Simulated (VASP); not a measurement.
# Al2O3 (R-3c) in VASP: further runs, part 2 of 2

VASP 6.6.1. The steps go on from the part before.

### Step 4. Electric field gradients, PBEsol

Contents of INCAR:

```
PREC = Accurate
ENCUT = 520
EDIFF = 1E-8
ISMEAR = -1
SIGMA = 0.02
LREAL = F
LASPH = T
NELM = 100
ALGO = Normal
ISIF = 2
LWAVE = F
LCHARG = F
GGA = PS
LEFG = T
NBANDS = 35
```

Contents of KPOINTS:

```
Automatic mesh
0
Gamma
  8 8 8
```

Contents of POSCAR:

```
Al2O3
1.0
    2.4025136104      1.3870918797      4.3720844159
   -2.4025136104      1.3870918797      4.3720844159
    0.0000000000     -2.7741837594      4.3720844159
Al O
4 6
Direct
    0.6479040000      0.6479040000      0.6479040000
    0.8520960000      0.8520960000      0.8520960000
    0.1479040000      0.1479040000      0.1479040000
    0.3520960000      0.3520960000      0.3520960000
    0.4438545000      0.0561455000      0.7500000000
    0.9438545000      0.2500000000      0.5561455000
    0.0561455000      0.7500000000      0.4438545000
    0.7500000000      0.4438545000      0.0561455000
    0.2500000000      0.5561455000      0.9438545000
    0.5561455000      0.9438545000      0.2500000000
```

Potentials or basis: VASP PAW PBE potentials, release 64 (Al, O).

Run with:

```console
$ cat potpaw_PBE.64/Al/POTCAR potpaw_PBE.64/O/POTCAR > POTCAR
$ mpirun -np 1 vasp_std > vasp.out
```

OUTCAR:

```text
PREC = Accurate
   ENCUT = 520
   EDIFF = 1E-8
   ISMEAR = -1
   LREAL = F
   LASPH = T
   NELM = 100
   ISIF = 2
   GGA = PS

 ion  position               nearest neighbor table
   1  0.648  0.648  0.648-   6 1.87  10 1.87   9 1.87   5 1.99   7 1.99   8 1.99   2 2.68   4 2.82
                             4 2.82   4 2.82   2 3.25   2 3.25   2 3.25
   2  0.852  0.852  0.852-   9 1.87  10 1.87   6 1.87   5 1.99   8 1.99   7 1.99   1 2.68   3 2.82
                             3 2.82   3 2.82   1 3.25   1 3.25   1 3.25
   3  0.148  0.148  0.148-   8 1.87   5 1.87   7 1.87  10 1.99   9 1.99   6 1.99   4 2.68   2 2.82
                             2 2.82   2 2.82   4 3.25   4 3.25   4 3.25
   4  0.352  0.352  0.352-   7 1.87   5 1.87   8 1.87  10 1.99   6 1.99   9 1.99   3 2.68   1 2.82
                             1 2.82   1 2.82   3 3.25   3 3.25   3 3.25
   5  0.444  0.056  0.750-   3 1.87   4 1.87   1 1.99   2 1.99
   6  0.944  0.250  0.556-   1 1.87   2 1.87   4 1.99   3 1.99
   7  0.056  0.750  0.444-   4 1.87   3 1.87   1 1.99   2 1.99
   8  0.750  0.444  0.056-   3 1.87   4 1.87   2 1.99   1 1.99
   9  0.250  0.556  0.944-   2 1.87   1 1.87   3 1.99   4 1.99
  10  0.556  0.944  0.250-   1 1.87   2 1.87   3 1.99   4 1.99

  LATTYP: Found a trigonal (rhomboedric) cell.
 ALAT       =     5.1779549699
 COS(alpha) =     0.5694286086

  Lattice vectors:

 A1 = (   2.4025136104,   1.3870918797,   4.3720844159)
 A2 = (  -2.4025136104,   1.3870918797,   4.3720844159)
 A3 = (   0.0000000000,  -2.7741837594,   4.3720844159)

Analysis of symmetry for initial positions (statically):
=====================================================================
 Subroutine PRICEL returns:
 Original cell was already a primitive cell.

 Routine SETGRP: Setting up the symmetry group for a
 trigonal (rhombohedral) supercell.

 Subroutine GETGRP returns: Found 12 space group operations
 (whereof  6 operations were pure point group operations)
 out of a pool of 12 trial point group operations.

The static configuration has the point symmetry S_6 .
 The point group associated with its full space group is D_3d.

Analysis of symmetry for dynamics (positions and initial velocities):
=====================================================================
 Subroutine PRICEL returns:
 Original cell was already a primitive cell.

 Routine SETGRP: Setting up the symmetry group for a
 trigonal (rhombohedral) supercell.

 Subroutine GETGRP returns: Found 12 space group operations
 (whereof  6 operations were pure point group operations)
 out of a pool of 12 trial point group operations.

The dynamic configuration has the point symmetry S_6 .
 The point group associated with its full space group is D_3d.

 Subroutine INISYM returns: Found 12 space group operations
 (whereof  6 operations are pure point group operations),
 and found     1 'primitive' translations

----------------------------------------------------------------------------------------

                                     Primitive cell

  volume of cell :      87.4200

[... 143 lines left out ...]
 Free energy of the ion-electron system (eV)
  ---------------------------------------------------
  ext. energy  EPLUGINS =         0.00000000
  ---------------------------------------------------
  free energy    TOTEN  =       -78.63976044 eV

  energy without entropy =      -78.63976044  energy(sigma->0) =      -78.63976044

 E-fermi :   6.1220     XC(G=0): -11.8033

 val. band max:        5.7155523733   @ k =   0.0000   0.0000   0.0000
 cond. band min:      11.5031080839   @ k =   0.0000   0.0000   0.0000
 fundamental gap:      5.7875557106
 Fermi energy:         6.1220478009

 k-point     1 :       0.0000    0.0000    0.0000
  band No.  band energies     occupation
      1     -13.2726      2.00000
      2     -11.0018      2.00000
      3     -10.7288      2.00000
      4     -10.7288      2.00000
      5     -10.4161      2.00000
      6     -10.4161      2.00000
[... 901 lines left out ...]
     34      18.6284      0.00000
     35      19.1586      0.00000

 [... further k-points ...]
[... 5 lines left out ...]
  --------------------------------------------------------------------------------------
  -------------------------------------------------------------------------------------
  Total       -2.5964041     -2.5964041     -2.7000497     -0.0000000      0.0000000      0.0000000
  in kB      -47.5852097    -47.5852097    -49.4847595     -0.0000000      0.0000000      0.0000000
  external PRESSURE =     -48.2183930 kB  Pullay stress =       0.0000000 kB

 VOLUME and BASIS-vectors are now :
 -----------------------------------------------------------------------------
  energy-cutoff  :      520.00
  volume of cell :       87.42
      direct lattice vectors                 reciprocal lattice vectors
     2.402513610  1.387091880  4.372084416     0.208115366  0.120155463  0.076241285
    -2.402513610  1.387091880  4.372084416    -0.208115366  0.120155463  0.076241285
     0.000000000 -2.774183759  4.372084416     0.000000000 -0.240310925  0.076241285

 POSITION                                       TOTAL-FORCE (eV/Angst)
 -----------------------------------------------------------------------------------
      0.00000      0.00000      8.49807         0.000000      0.000000      0.009672
      0.00000      0.00000     11.17631         0.000000     -0.000000     -0.009672
      0.00000      0.00000      1.93995         0.000000     -0.000000      0.009672
      0.00000      0.00000      4.61818         0.000000      0.000000     -0.009672
      0.93148     -1.38709      5.46511         0.054683     -0.000000      0.000000
      1.66699      0.11314      7.65115         0.027342      0.047357     -0.000000
     -1.66699     -0.11314      5.46511        -0.027342     -0.047357     -0.000000
      0.73552      1.50023      5.46511        -0.027342      0.047357     -0.000000
     -0.73552     -1.50023      7.65115         0.027342     -0.047357     -0.000000
     -0.93148      1.38709      7.65115        -0.054683     -0.000000      0.000000
 -----------------------------------------------------------------------------------
    total drift:                               -0.000000      0.000000     -0.000000

  FREE ENERGIE OF THE ION-ELECTRON SYSTEM (eV)
  ---------------------------------------------------
  free  energy   TOTEN  =       -78.6397604384 eV

  energy  without entropy=      -78.6397604384  energy(sigma->0) =      -78.63976044

 Electric field gradients (V/A^2)
---------------------------------------------------------------------
 ion       V_xx      V_yy      V_zz      V_xy      V_xz      V_yz
---------------------------------------------------------------------
   1      -2.943    -2.943     5.886     0.000    -0.000     0.000
   2      -2.943    -2.943     5.886    -0.000     0.000     0.000
   3      -2.943    -2.943     5.886    -0.000     0.000     0.000
   4      -2.943    -2.943     5.886     0.000    -0.000     0.000
   5       9.243    -6.085    -3.158     0.000    -0.000   -33.059
   6      -2.253     5.411    -3.158     6.637   -28.630    16.529
   7      -2.253     5.411    -3.158     6.637   -28.630    16.529
   8      -2.253     5.411    -3.158    -6.637    28.630    16.529
   9      -2.253     5.411    -3.158    -6.637    28.630    16.529
  10       9.243    -6.085    -3.158    -0.000    -0.000   -33.059
---------------------------------------------------------------------

 Electric field gradients after diagonalization (V/A^2)
 (convention: |V_zz| > |V_xx| > |V_yy|)
----------------------------------------------------------------------
 ion       V_xx      V_yy      V_zz     asymmetry (V_yy - V_xx)/ V_zz
----------------------------------------------------------------------
   1      -2.943    -2.943     5.886       0.000
   2      -2.943    -2.943     5.886       0.000
   3      -2.943    -2.943     5.886       0.000
   4      -2.943    -2.943     5.886       0.000
   5      28.470     9.243   -37.713       0.510
   6      28.470     9.243   -37.713       0.510
   7      28.470     9.243   -37.713       0.510
   8      28.470     9.243   -37.713       0.510
   9      28.470     9.243   -37.713       0.510
  10      28.470     9.243   -37.713       0.510
----------------------------------------------------------------------

           NMR quadrupolar parameters

 Cq : quadrupolar parameter    Cq=e*Q*V_zz/h
 eta: asymmetry parameters     (V_yy - V_xx)/ V_zz
 Q  : nuclear electric quadrupole moment in mb (millibarn)
----------------------------------------------------------------------
 ion       Cq(MHz)       eta       Q (mb)
----------------------------------------------------------------------
   1       0.014       0.000       1.000
   2       0.014       0.000       1.000
   3       0.014       0.000       1.000
   4       0.014       0.000       1.000
   5      -0.091       0.510       1.000
   6      -0.091       0.510       1.000
   7      -0.091       0.510       1.000
   8      -0.091       0.510       1.000
   9      -0.091       0.510       1.000
  10      -0.091       0.510       1.000
----------------------------------------------------------------------
```

It used 910 s of CPU time on 1 thread of AMD EPYC 7R13 Processor (Zen 3) (shared host).

What came out:

- Free energy: -78.6398 eV
- Pressure: -4.8 GPa
- Largest force: 0.055 eV/Å
- Band gap on the k mesh: 5.79 eV, direct

Forces on the atoms (eV/Å):
```
Al   0.000  0.000  0.010
Al   0.000  0.000 -0.010
Al   0.000  0.000  0.010
Al   0.000  0.000 -0.010
O    0.055  0.000  0.000
O    0.027  0.047  0.000
O   -0.027 -0.047  0.000
O   -0.027  0.047  0.000
O    0.027 -0.047  0.000
O   -0.055  0.000  0.000
```

Stress tensor (GPa, compression positive):
```
-4.76  0.00  0.00
 0.00 -4.76  0.00
 0.00  0.00 -4.95
```

Electric field gradients, principal values (V/Å²):
| atom | least | middle | greatest (by size) |
| --- | --- | --- | --- |
| 1 Al | -2.943 | -2.943 | 5.886 |
| 2 Al | -2.943 | -2.943 | 5.886 |
| 3 Al | -2.943 | -2.943 | 5.886 |
| 4 Al | -2.943 | -2.943 | 5.886 |
| 5 O | 9.243 | 28.470 | -37.713 |
| 6 O | 9.243 | 28.470 | -37.713 |
| 7 O | 9.243 | 28.470 | -37.713 |
| 8 O | 9.243 | 28.470 | -37.713 |
| 9 O | 9.243 | 28.470 | -37.713 |
| 10 O | 9.243 | 28.470 | -37.713 |

Caveat: without QUAD_EFG the Cq values of the log hold for a quadrupole moment of 1 mb, not for the nuclei; the PAW data sets were made with another functional, which shifts forces and pressure a little. A k mesh can miss the band edges.

### Step 5. Electric field gradients, r2SCAN

POSCAR is that of step 4.

Contents of INCAR.step1:

```
SYSTEM = Al2O3
ALGO     = Normal         ! electronic algorithm
EDIFF    = 1E-4           ! SCF threshold, eV
ENCUT    = 520            ! plane-wave cutoff, eV
GGA      = PE             ! functional
ISMEAR   = -1             ! smearing method
LASPH    = .True.         ! aspherical terms in the spheres
LCHARG   = .False.        ! write CHGCAR
LREAL    = .False.        ! projectors in reciprocal space
LWAVE    = .True.         ! write WAVECAR
NBANDS   = 35             ! bands
NELM     = 80             ! most SCF steps
PREC     = Accurate       ! precision mode
SIGMA    = 0.02           ! smearing width, eV
```

Contents of INCAR.step2:

```
SYSTEM = Al2O3
ALGO     = Normal         ! electronic algorithm
EDIFF    = 1E-8           ! SCF threshold, eV
ENCUT    = 520            ! plane-wave cutoff, eV
ISIF     = 2              ! what is computed and relaxed
ISMEAR   = -1             ! smearing method
ISTART   = 1            
LASPH    = .True.         ! aspherical terms in the spheres
LCHARG   = .False.        ! write CHGCAR
LEFG     = .True.       
LMIXTAU  = .True.       
LREAL    = .False.        ! projectors in reciprocal space
LWAVE    = .False.        ! write WAVECAR
METAGGA  = R2SCAN         ! meta-GGA
NBANDS   = 35             ! bands
NELM     = 80             ! most SCF steps
PREC     = Accurate       ! precision mode
SIGMA    = 0.02           ! smearing width, eV
```

Contents of KPOINTS:

```
k-points
0
Gamma
  8 8 8
  0 0 0
```

Potentials or basis: VASP PAW PBE potentials, release 64 (Al, O).

Run with:

```console
$ cat potpaw_PBE.64/Al/POTCAR potpaw_PBE.64/O/POTCAR > POTCAR
$ cp INCAR.step1 INCAR
$ mpirun -np 1 vasp_std > vasp.out
$ cp INCAR.step2 INCAR
$ mpirun -np 1 vasp_std > vasp.out
```

OUTCAR:

```text
SYSTEM = Al2O3
   EDIFF = 1E-8
   ENCUT = 520
   ISIF = 2
   ISMEAR = -1
   ISTART = 1
   LASPH = .True.
   LREAL = .False.
   METAGGA = R2SCAN
   NELM = 80
   PREC = Accurate

 ion  position               nearest neighbor table
   1  0.648  0.648  0.648-   6 1.87  10 1.87   9 1.87   5 1.99   7 1.99   8 1.99   2 2.68   4 2.82
                             4 2.82   4 2.82   2 3.25   2 3.25   2 3.25
   2  0.852  0.852  0.852-   9 1.87  10 1.87   6 1.87   5 1.99   8 1.99   7 1.99   1 2.68   3 2.82
                             3 2.82   3 2.82   1 3.25   1 3.25   1 3.25
   3  0.148  0.148  0.148-   8 1.87   5 1.87   7 1.87  10 1.99   9 1.99   6 1.99   4 2.68   2 2.82
                             2 2.82   2 2.82   4 3.25   4 3.25   4 3.25
   4  0.352  0.352  0.352-   7 1.87   5 1.87   8 1.87  10 1.99   6 1.99   9 1.99   3 2.68   1 2.82
                             1 2.82   1 2.82   3 3.25   3 3.25   3 3.25
   5  0.444  0.056  0.750-   3 1.87   4 1.87   1 1.99   2 1.99
[... 1187 lines left out ...]
 ion       V_xx      V_yy      V_zz     asymmetry (V_yy - V_xx)/ V_zz
----------------------------------------------------------------------
   1      -2.963    -2.963     5.927       0.000
   2      -2.963    -2.963     5.927       0.000
   3      -2.963    -2.963     5.927       0.000
   4      -2.963    -2.963     5.927       0.000
   5      28.958     9.465   -38.423       0.507
   6      28.958     9.465   -38.423       0.507
   7      28.958     9.465   -38.423       0.507
   8      28.958     9.465   -38.423       0.507
   9      28.958     9.465   -38.423       0.507
  10      28.958     9.465   -38.423       0.507
----------------------------------------------------------------------

           NMR quadrupolar parameters

 Cq : quadrupolar parameter    Cq=e*Q*V_zz/h
 eta: asymmetry parameters     (V_yy - V_xx)/ V_zz
 Q  : nuclear electric quadrupole moment in mb (millibarn)
----------------------------------------------------------------------
 ion       Cq(MHz)       eta       Q (mb)
----------------------------------------------------------------------
   1       0.014       0.000       1.000
   2       0.014       0.000       1.000
   3       0.014       0.000       1.000
   4       0.014       0.000       1.000
   5      -0.093       0.507       1.000
   6      -0.093       0.507       1.000
   7      -0.093       0.507       1.000
   8      -0.093       0.507       1.000
   9      -0.093       0.507       1.000
  10      -0.093       0.507       1.000
----------------------------------------------------------------------
```

OUTCAR.step1:

```text
SYSTEM = Al2O3
   EDIFF = 1E-4
   ENCUT = 520
   GGA = PE
   ISMEAR = -1
   LASPH = .True.
[... 1170 lines left out ...]
      0.73552      1.50023      5.46511         0.003305     -0.005724      0.000000
     -0.73552     -1.50023      7.65115        -0.003305      0.005724      0.000000
     -0.93148      1.38709      7.65115         0.006610      0.000000     -0.000000
 -----------------------------------------------------------------------------------
    total drift:                               -0.000000      0.000000     -0.000000

  FREE ENERGIE OF THE ION-ELECTRON SYSTEM (eV)
  ---------------------------------------------------
  free  energy   TOTEN  =       -74.8117486447 eV

  energy  without entropy=      -74.8117486447  energy(sigma->0) =      -74.81174864
```

OSZICAR.step1:

```text
N       E                     dE             d eps       ncg     rms          rms(c)
DAV:   1     0.224379571560E+03    0.22438E+03   -0.25265E+04  4550   0.130E+03
DAV:   2    -0.698622807693E+02   -0.29424E+03   -0.28384E+03  5797   0.284E+02
DAV:   3    -0.826896500466E+02   -0.12827E+02   -0.12779E+02  5864   0.605E+01
DAV:   4    -0.827898638068E+02   -0.10021E+00   -0.10015E+00  5692   0.615E+00
DAV:   5    -0.827911056117E+02   -0.12418E-02   -0.12416E-02  5739   0.683E-01    0.174E+01
DAV:   6    -0.747432055766E+02    0.80479E+01   -0.28453E+01  5517   0.283E+01    0.589E+00
DAV:   7    -0.747894069792E+02   -0.46201E-01   -0.82985E-01  5545   0.451E+00    0.327E+00
DAV:   8    -0.748073186012E+02   -0.17912E-01   -0.88622E-02  5443   0.228E+00    0.680E-01
DAV:   9    -0.748110932704E+02   -0.37747E-02   -0.21384E-02  5884   0.784E-01    0.313E-01
DAV:  10    -0.748117917452E+02   -0.69847E-03   -0.87460E-04  5112   0.175E-01    0.753E-02
DAV:  11    -0.748117486447E+02    0.43101E-04   -0.38468E-04  5668   0.111E-01
   1 F= -.74811749E+02 E0= -.74811749E+02  d E =-.534198E-12
```

It took 23 min on 1 thread of Oxide Virtual Turin-like, shared host; peak memory 0.31 GiB.

What came out:

* Free energy: -96.2106 eV
* Pressure: -7.5 GPa
* Largest force: 0.037 eV/Å
* Band gap on the k mesh: 6.78 eV, direct

Forces in eV/Å, atoms in the order of the input:
```
Al   0.000  0.000  0.037
Al   0.000  0.000 -0.037
Al   0.000  0.000  0.037
Al   0.000  0.000 -0.037
O    0.025  0.000  0.000
O    0.013  0.022  0.000
O   -0.013 -0.022  0.000
O   -0.013  0.022  0.000
O    0.013 -0.022  0.000
O   -0.025  0.000  0.000
```

Stress tensor (GPa, compression positive):
```
-7.58  0.00  0.00
 0.00 -7.58  0.00
 0.00  0.00 -7.21
```

Electric field gradients, principal values (V/Å²):
| atom | least | middle | greatest (by size) |
| --- | --- | --- | --- |
| 1 Al | -2.963 | -2.963 | 5.927 |
| 2 Al | -2.963 | -2.963 | 5.927 |
| 3 Al | -2.963 | -2.963 | 5.927 |
| 4 Al | -2.963 | -2.963 | 5.927 |
| 5 O | 9.465 | 28.958 | -38.423 |
| 6 O | 9.465 | 28.958 | -38.423 |
| 7 O | 9.465 | 28.958 | -38.423 |
| 8 O | 9.465 | 28.958 | -38.423 |
| 9 O | 9.465 | 28.958 | -38.423 |
| 10 O | 9.465 | 28.958 | -38.423 |

Caveat: without QUAD_EFG the Cq values of the log hold for a quadrupole moment of 1 mb, not for the nuclei; the PAW data sets were made with another functional, which shifts forces and pressure a little.

### Step 6. The runs side by side

```tsv
level	potentials or basis	gap on the mesh (eV)	pressure (GPa)	largest force (eV/Å)
PBE	VASP PAW PBE potentials, release 64 (Al, O)	5.88	0.3	0.01
LDA	VASP PAW LDA potentials, release 64 (Al, O)	5.83	-10.9	0.09
PBEsol	VASP PAW PBE potentials, release 64 (Al, O)	5.79	-4.8	0.05
r2SCAN	VASP PAW PBE potentials, release 64 (Al, O)	6.78	-7.5	0.04
```

Alike in all rows: task electric field gradients; no spin polarisation; cell as given; k mesh 8 × 8 × 8; cutoff (eV) 520; smearing fermi-dirac 0.02 eV.

Caveats: the PAW data sets were made with another functional, which shifts forces and pressure a little (some runs).

Total energies depend on the potentials used, so only differences within one code and one set of settings carry meaning.
